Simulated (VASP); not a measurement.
A run of VASP 6.6.1 is set up as follows.

Contents of INCAR:

```
SYSTEM = V
ALGO = Normal
EDIFF = 1E-6
ENCUT = 520
GGA = PE
ISIF = 2
ISMEAR = -1
LASPH = .TRUE.
LCHARG = .FALSE.
LREAL = .FALSE.
LWAVE = .FALSE.
NBANDS = 12
NELM = 100
PREC = Accurate
SIGMA = 0.08
```

Contents of KPOINTS:

```
k-points
0
G
  15 15 15
  0 0 0
```

The input POSCAR:

```
V
1.0
    2.3131668111      0.0000000000      0.0000000000
    0.0000000000      2.3131668111      0.0000000000
    0.0000000000      0.0000000000      2.3131668111
V
1
Direct
    0.0000000000      0.0000000000      0.0000000000
```

Potentials or basis: VASP PAW PBE potentials, release 64 (V_sv).

Launch:

```sh
$ cat potpaw_PBE.64/V_sv/POTCAR > POTCAR
$ mpirun -np 1 vasp_std > vasp.out
```

(1) What does it give for the pressure?

## Answers

(1) 33.4 GPa.
